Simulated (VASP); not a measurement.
# Ir in VASP: a series of runs

Aim: see how the results for Ir move with the level of theory and the settings. Levels: PBEsol, PBE. Tasks: single point.

Everything below comes from runs of VASP 6.6.1. Logs are shortened: lines on timing, memory, paths and dates and some standing lists are left out, and cuts for length are marked.

**1. The cell of the first run**

The cell holds a slab with vacuum, 6 atoms: a = 2.737 Å, b = 2.737 Å, c = 24.677 Å, α = 90.00°, β = 90.00°, γ = 90.00°.

**2. Single point, PBEsol**

File INCAR:

```
SYSTEM = Ir
PREC = Accurate ; ENCUT = 520
EDIFF = 1E-6 ; ISMEAR = 0
SIGMA = 0.1 ; LREAL = .FALSE.
LASPH = .TRUE. ; NELM = 60
ALGO = Fast ; ISIF = 2
LWAVE = .FALSE. ; LCHARG = .FALSE.
LDIPOL = .TRUE. ; IDIPOL = 3
DIPOL = 0.5 0.5 0.500 ; GGA = PS
NBANDS = 36
```

File KPOINTS:

```
Automatic mesh
0
G
  13 13 1
  0 0 0
```

File POSCAR:

```
Ir
1.0
    2.7369673168      0.0000000000      0.0000000000
    0.0000000000      2.7369673168      0.0000000000
    0.0000000000      0.0000000000     24.6766407480
Ir
6
Direct
    0.5000000000      0.5000000000      0.3039311581
    0.0000000000      0.0000000000      0.3823586948
    0.5000000000      0.5000000000      0.4607862316
    0.0000000000      0.0000000000      0.5392137684
    0.5000000000      0.5000000000      0.6176413052
    0.0000000000      0.0000000000      0.6960688419
```

Potentials or basis: VASP PAW PBE potentials, release 64 (Ir).

Run with:

```
> cat potpaw_PBE.64/Ir/POTCAR > POTCAR
> mpirun -np 1 vasp_std > vasp.out
```

OUTCAR:

```text
SYSTEM = Ir
   PREC = Accurate
   ENCUT = 520
   EDIFF = 1E-6
   ISMEAR = 0
   LREAL = .FALSE.
   LASPH = .TRUE.
   NELM = 60
   ISIF = 2
   GGA = PS

 ion  position               nearest neighbor table
   1  0.500  0.500  0.304-   2 2.74   2 2.74   2 2.74   2 2.74
   2  0.000  0.000  0.382-   1 2.74   1 2.74   1 2.74   1 2.74   3 2.74   3 2.74   3 2.74   3 2.74

   3  0.500  0.500  0.461-   2 2.74   2 2.74   2 2.74   2 2.74   4 2.74   4 2.74   4 2.74   4 2.74

   4  0.000  0.000  0.539-   5 2.74   5 2.74   5 2.74   5 2.74   3 2.74   3 2.74   3 2.74   3 2.74

   5  0.500  0.500  0.618-   6 2.74   6 2.74   6 2.74   6 2.74   4 2.74   4 2.74   4 2.74   4 2.74

   6  0.000  0.000  0.696-   5 2.74   5 2.74   5 2.74   5 2.74

  LATTYP: Found a simple tetragonal cell.
 ALAT       =     2.7369673168
 C/A-ratio  =     9.0160524010

  Lattice vectors:

 A1 = (   2.7369673168,   0.0000000000,   0.0000000000)
 A2 = (   0.0000000000,   2.7369673168,   0.0000000000)
 A3 = (   0.0000000000,   0.0000000000,  24.6766407480)

Analysis of symmetry for initial positions (statically):
=====================================================================
 Subroutine PRICEL returns:
 Original cell was already a primitive cell.

 Routine SETGRP: Setting up the symmetry group for a
 simple tetragonal supercell.

 Subroutine GETGRP returns: Found 16 space group operations
 (whereof  8 operations were pure point group operations)
 out of a pool of 16 trial point group operations.

The static configuration has the point symmetry C_4v.
 The point group associated with its full space group is D_4h.

Analysis of symmetry for dynamics (positions and initial velocities):
=====================================================================
 Subroutine PRICEL returns:
 Original cell was already a primitive cell.

 Routine SETGRP: Setting up the symmetry group for a
 simple tetragonal supercell.

 Subroutine GETGRP returns: Found 16 space group operations
 (whereof  8 operations were pure point group operations)
 out of a pool of 16 trial point group operations.

The dynamic configuration has the point symmetry C_4v.
 The point group associated with its full space group is D_4h.

 Subroutine INISYM returns: Found 16 space group operations
 (whereof  8 operations are pure point group operations),
 and found     1 'primitive' translations

----------------------------------------------------------------------------------------

                                     Primitive cell

  volume of cell :     184.8525

  direct lattice vectors                    reciprocal lattice vectors
     2.736967317  0.000000000  0.000000000     0.365367900  0.000000000  0.000000000
     0.000000000  2.736967317  0.000000000     0.000000000  0.365367900  0.000000000
     0.000000000  0.000000000 24.676640748     0.000000000  0.000000000  0.040524154

  length of vectors
     2.736967317  2.736967317 24.676640748     0.365367900  0.365367900  0.040524154

  position of ions in fractional coordinates (direct lattice)
     0.500000000  0.500000000  0.303931158
     0.000000000  0.000000000  0.382358695
     0.500000000  0.500000000  0.460786232
     0.000000000  0.000000000  0.539213768
     0.500000000  0.500000000  0.617641305
     0.000000000  0.000000000  0.696068842

  ion indices of the primitive-cell ions
   primitive index   ion index
                 1           1
                 2           2
                 3           3
                 4           4
                 5           5
                 6           6

----------------------------------------------------------------------------------------

 KPOINTS: Automatic mesh

Automatic generation of k-mesh.
 Grid dimensions read from file:
 generate k-points for:   13   13    1

 Generating k-lattice:

  Cartesian coordinates                     Fractional coordinates (reciprocal lattice)
     0.028105223  0.000000000  0.000000000     0.076923077  0.000000000  0.000000000
     0.000000000  0.028105223  0.000000000     0.000000000  0.076923077  0.000000000
     0.000000000  0.000000000  0.040524154     0.000000000  0.000000000  1.000000000

  Length of vectors
     0.028105223  0.028105223  0.040524154

  Shift w.r.t. Gamma in fractional coordinates (k-lattice)
     0.000000000  0.000000000  0.000000000

 Subroutine IBZKPT returns following result:
 ===========================================

 Found     28 irreducible k-points:

 Following reciprocal coordinates:
            Coordinates               Weight
  0.000000  0.000000  0.000000      1.000000
  0.076923  0.000000  0.000000      4.000000
  0.153846  0.000000  0.000000      4.000000
  0.230769  0.000000  0.000000      4.000000
  0.307692  0.000000  0.000000      4.000000
  0.384615  0.000000  0.000000      4.000000
[... 16 lines left out ...]
  0.307692  0.307692  0.000000      4.000000
  0.384615  0.307692  0.000000      8.000000
 [... further k-points ...]
   k-points           NKPTS =     28   k-points in BZ     NKDIM =     28   number of bands    NBANDS=     36
   number of dos      NEDOS =    301   number of ions     NIONS =      6
   total plane-waves  NPLWV =  76800
   dimension x,y,z NGX =    20 NGY =   20 NGZ =  192
   dimension x,y,z NGXF=    40 NGYF=   40 NGZF=  384
   ions per type =               6
   NGX,Y,Z   is equivalent  to a cutoff of  12.15, 12.15, 12.93 a.u.
   NGXF,Y,Z  is equivalent  to a cutoff of  24.30, 24.30, 25.87 a.u.
 SYSTEM =  Ir
   PREC   = accura    normal or accurate (medium, high low for compatibility)
   ISTART =      0    job   : 0-new  1-cont  2-samecut
   ICHARG =      2    charge: 1-file 2-atom 10-const
   ISPIN  =      1    spin polarized calculation?
   LNONCOLLINEAR =      F non collinear calculations
   LSORBIT =      F    spin-orbit coupling
   LASPH  =      T    aspherical Exc in radial PAW
   ENCUT  =  520.0 eV  38.22 Ry    6.18 a.u.   5.09  5.09 45.88*2*pi/ulx,y,z
   NELM   =     60;   NELMIN=  2; NELMDL= -5     # of ELM steps
   EDIFF  = 0.1E-05   stopping-criterion for ELM
   LREAL  =      F    real-space projection
   EDIFFG = 0.1E-04   stopping-criterion for IOM
   NSW    =      0    number of steps for IOM
   IBRION =     -1    ionic relax: 0-MD 1-quasi-New 2-CG
   NFREE  =      0    steps in history (QN), initial steepest desc. (CG)
   ISIF   =      2    stress and relaxation
   ISYM   =      2    0-nonsym 1-usesym 2-fastsym
   POTIM  = 0.5000    time-step for ionic-motion
   TEBEG  =    0.0;   TEEND  =   0.0 temperature during run
   PSTRESS=    0.0 pullay stress
   NELECT =      54.0000    total number of electrons
   NUPDOWN=      -1.0000    fix difference up-down
   EMIN   =  10.00;   EMAX   =-10.00  energy-range for DOS
   EFERMI =   0.00;   METHOD = LEGACY
   ISMEAR =     0;   SIGMA  =   0.10  broadening in eV -4-tet -1-fermi 0-gaus
   EFERMI_NEDOS =   21; number of points for ismear=-14 and -15
   IALGO  =     68    algorithm
   IMIX   =      4    mixing-type and parameters
     AMIX     =   0.40;   BMIX     =  1.00
     AMIX_MAG =   1.60;   BMIX_MAG =  1.00
  volume/ion in A,a.u.               =      30.81       207.91
  Fermi-wavevector in a.u.,A,eV,Ry     =   1.086253  2.052721 16.054135  1.179946
  Thomas-Fermi vector in A             =   2.222385
   LORBIT       =      0    0 simple, 1 ext, 2 COOP (PROOUT), +10 PAW based schemes
   GGA     = PS    functional components
   LHFCALC =     F    Hartree Fock is set to
   AEXX    =    0.0000 exact exchange contribution
   IVDW    =     0    specifies the selected vdW correction
   LEPSILON=     F    determine dielectric tensor
   LRPA    =     F    only Hartree local field effects (RPA)
 non-spin polarized calculation
 RMM-DIIS sequential band-by-band and
 Gauss-broadening in eV      SIGMA  =   0.10
  energy-cutoff  :      520.00
  volume of cell :      184.85
 maximum number of plane-waves:      5017
   NGX = 11   NGY = 11   NGZ = 91

 dipolmoment           0.000000      0.000000     -0.000000 electrons x Angstroem

 number of electron      53.9999992 magnetization

 dipolmoment           0.000000      0.000000      0.000000 electrons x Angstroem

 Free energy of the ion-electron system (eV)
  ---------------------------------------------------
  ext. energy  EPLUGINS =         0.00000000
  ---------------------------------------------------
  free energy    TOTEN  =       -55.59197769 eV

  energy without entropy =      -55.55683098  energy(sigma->0) =      -55.57440434

 E-fermi :   1.5617     XC(G=0):  -7.4029

 val. band max:        1.5576363121   @ k =   0.3846   0.3077   0.0000
 cond. band min:       1.5684574194   @ k =   0.0769   0.0000   0.0000
 fundamental gap:      0.0108211073
 Fermi energy:         1.5617267947

 k-point     1 :       0.0000    0.0000    0.0000
  band No.  band energies     occupation
      1      -8.9479      2.00000
      2      -7.8717      2.00000
      3      -6.5179      2.00000
      4      -5.9422      2.00000
      5      -5.3313      2.00000
      6      -5.2003      2.00000
[... 28 lines left out ...]
     35       2.7993      0.00000
     36       3.2520      0.00000

 k-point     2 :       0.0769    0.0000    0.0000
  band No.  band energies     occupation
      1      -8.7829      2.00000
      2      -7.7239      2.00000
      3      -6.3881      2.00000
      4      -5.8122      2.00000
      5      -5.2154      2.00000
      6      -5.0690      2.00000
[... 28 lines left out ...]
     35       2.8380      0.00000
     36       3.3257      0.00000
[... 817 lines left out ...]
     35       6.3659      0.00000
     36       7.9063      0.00000

 k-point    24 :       0.3846    0.3077    0.0000
  band No.  band energies     occupation
      1      -5.3491      2.00000
      2      -4.9063      2.00000
      3      -4.7628      2.00000
      4      -4.6686      2.00000
      5      -4.3959      2.00000
      6      -4.1920      2.00000
[... 28 lines left out ...]
     35       7.0807      0.00000
     36       7.7730      0.00000

 [... further k-points ...]

------------------------ aborting loop because EDIFF is reached ----------------------------------------

 vacuum level on the upper side and lower side of the slab       (xc-potential included)        -0.163        -0.163

  FORCE on cell =-STRESS in cart. coord.  units (eV):
  Direction    XX          YY          ZZ          XY          YZ          ZX
  --------------------------------------------------------------------------------------
  -------------------------------------------------------------------------------------
  Total      -11.0944157    -11.0944157     -8.2419408      0.0000000      0.0000000     -0.0000000
  in kB      -96.1589594    -96.1589594    -71.4356188      0.0000000      0.0000000     -0.0000000
  external PRESSURE =     -87.9178459 kB  Pullay stress =       0.0000000 kB

 VOLUME and BASIS-vectors are now :
 -----------------------------------------------------------------------------
  energy-cutoff  :      520.00
  volume of cell :      184.85
      direct lattice vectors                 reciprocal lattice vectors
     2.736967317  0.000000000  0.000000000     0.365367900  0.000000000  0.000000000
     0.000000000  2.736967317  0.000000000     0.000000000  0.365367900  0.000000000
     0.000000000  0.000000000 24.676640748     0.000000000  0.000000000  0.040524154

 POSITION                                       TOTAL-FORCE (eV/Angst)
 -----------------------------------------------------------------------------------
      1.36848      1.36848      7.50000         0.000000     -0.000000      1.434924
      0.00000      0.00000      9.43533        -0.000000      0.000000     -0.876119
      1.36848      1.36848     11.37066         0.000000     -0.000000     -0.308330
      0.00000      0.00000     13.30598         0.000000     -0.000000      0.308330
      1.36848      1.36848     15.24131         0.000000     -0.000000      0.876119
      0.00000      0.00000     17.17664         0.000000      0.000000     -1.434924
 -----------------------------------------------------------------------------------
    total drift:                               -0.000000     -0.000000     -0.000000

  FREE ENERGIE OF THE ION-ELECTRON SYSTEM (eV)
  ---------------------------------------------------
  free  energy   TOTEN  =       -55.5919776939 eV

  energy  without entropy=      -55.5568309840  energy(sigma->0) =      -55.57440434

 vacuum level on the upper side and lower side of the slab         7.128         7.128
```

Wall time 4.9 min (1 thread of Intel Xeon Platinum 8375C at 2.90GHz (Ice Lake), shared host); peak memory 0.34 GiB.

Results:

```yaml
Free_energy: -55.5920 eV
Largest_force: 1.435 eV/Å
Band_gap_on_the_k_mesh: zero (band 27 reaches 2.85 eV, above the bottom of band 28 at 0.81 eV)
```

Forces in eV/Å, atoms in the order of the input:
```
Ir   0.000  0.000  1.435
Ir   0.000  0.000 -0.876
Ir   0.000  0.000 -0.308
Ir   0.000  0.000  0.308
Ir   0.000  0.000  0.876
Ir   0.000  0.000 -1.435
```

Caveat: the PAW data sets were made with another functional, which shifts forces and pressure a little; spin-orbit coupling is left out, which moves the levels of the heavy elements.

**3. Single point, PBE**

File INCAR:

```
PREC = Accurate
ENCUT = 520
EDIFF = 1E-6
ISMEAR = 0
SIGMA = 0.01
LREAL = False
LASPH = True
NELM = 100
ALGO = Fast
ISIF = 2
LWAVE = False
LCHARG = False
LDIPOL = True
IDIPOL = 3
DIPOL = 0.5 0.5 0.500
GGA = PE
NBANDS = 36
```

File KPOINTS:

```
regular mesh
0
Gamma
  13 13 1
```

POSCAR is that of step 2.

Potentials or basis: VASP PAW PBE potentials, release 64 (Ir).

Run with:

```
> cat potpaw_PBE.64/Ir/POTCAR > POTCAR
> mpirun -np 1 vasp_std > vasp.out
```

Run time: 4 min. Hardware: 1 thread of Intel Xeon Platinum 8375C at 2.90GHz (Ice Lake), shared host; peak memory 0.33 GiB.

The run converged. Its results:

| Item | Value |
| --- | --- |
| Free energy | -50.3415 eV |
| Largest force | 0.895 eV/Å |
| Band gap on the k mesh | zero (band 27 reaches 2.99 eV, above the bottom of band 28 at 0.96 eV) |

Forces in eV/Å, atoms in the order of the input:
```
Ir   0.000  0.000  0.895
Ir   0.000  0.000 -0.858
Ir   0.000  0.000 -0.322
Ir   0.000  0.000  0.322
Ir   0.000  0.000  0.858
Ir   0.000  0.000 -0.895
```

Levels at points of the mesh, in eV from the Fermi level:
| k point | band 24 | band 25 | band 26 | band 27 | band 28 | band 29 | band 30 | band 31 | band 32 | band 33 |
| --- | --- | --- | --- | --- | --- | --- | --- | --- | --- | --- |
| (0.00, 0.00, 0.00) | -1.00 | -0.62 | -0.59 | -0.59 | -0.11 | 0.42 | 0.55 | 0.55 | 0.79 | 0.89 |

Caveat: spin-orbit coupling is left out, which moves the levels of the heavy elements.
